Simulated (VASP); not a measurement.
Write the native input for VASP 6.6.1 that does the following.

```
Task                   : single point
Functional             : r2SCAN
Potentials or basis    : VASP PAW PBE potentials, release 64 (La, O)
Cutoff                 : 520 eV
k mesh                 : 6 × 6 × 4
Occupations            : gaussian, width 0.01 eV
Spin                   : no spin polarisation
Dipole correction      : no
Further INCAR settings : ALGO = Normal; EDIFF = 1e-06; NBANDS = 28
```

La2O3:

```xyz
5
Lattice="3.9357 0.0000 0.0000 -1.9678 3.4084 0.0000 0.0000 0.0000 6.1248" Properties=species:S:1:pos:R:3 pbc="T T T"
La    1.9678    1.1361    4.6174
La    0.0000    2.2723    1.5074
O     1.9678    1.1361    2.1678
O     0.0000    2.2723    3.9569
O     0.0000    0.0000    0.0000
```

These files were run (other wordings do the same):

POSCAR

```
La2O3
1.0
    3.9356972714      0.0000000000      0.0000000000
   -1.9678486357      3.4084138187      0.0000000000
    0.0000000000      0.0000000000      6.1247569812
La O
2 3
Direct
    0.6666666667      0.3333333333      0.7538919365
    0.3333333333      0.6666666667      0.2461080635
    0.6666666667      0.3333333333      0.3539477603
    0.3333333333      0.6666666667      0.6460522397
    0.0000000000      0.0000000000      0.0000000000
```

INCAR.step1

```
SYSTEM = La2O3
  ALGO = Normal
  EDIFF = 1E-4
  ENCUT = 520
  GGA = PE
  ISMEAR = 0
  LASPH = .TRUE.
  LCHARG = .FALSE.
  LREAL = .FALSE.
  LWAVE = .TRUE.
  NBANDS = 28
  NELM = 80
  PREC = Accurate
  SIGMA = 0.01
```

INCAR.step2

```
SYSTEM = La2O3
  ALGO = Normal
  EDIFF = 1E-6
  ENCUT = 520
  ISIF = 2
  ISMEAR = 0
  ISTART = 1
  LASPH = .TRUE.
  LCHARG = .FALSE.
  LMIXTAU = .TRUE.
  LREAL = .FALSE.
  LWAVE = .FALSE.
  METAGGA = R2SCAN
  NBANDS = 28
  NELM = 80
  PREC = Accurate
  SIGMA = 0.01
```

KPOINTS

```
k-points
0
G
  6 6 4
  0 0 0
```

Potentials or basis: VASP PAW PBE potentials, release 64 (La, O).

Run with:

```console
$ cat potpaw_PBE.64/La/POTCAR potpaw_PBE.64/O/POTCAR > POTCAR
$ cp INCAR.step1 INCAR
$ mpirun -np 1 vasp_std > vasp.out
$ cp INCAR.step2 INCAR
$ mpirun -np 1 vasp_std > vasp.out
```

Results of the run:

```json
{
 "Pressure": "-0.5 GPa",
 "Largest force": "0.030 eV/Å",
 "Band gap on the k mesh": "4.24 eV, indirect (least direct gap 4.37 eV)"
}
```

Caveat: the PAW data sets were made with another functional, which shifts forces and pressure a little; spin-orbit coupling is left out, which moves the levels of the heavy elements.

Run time: 5.8 min on 1 thread of AMD EPYC 7R43 64-Core Processor (Zen 3) (shared host), peak memory 0.2 GiB.
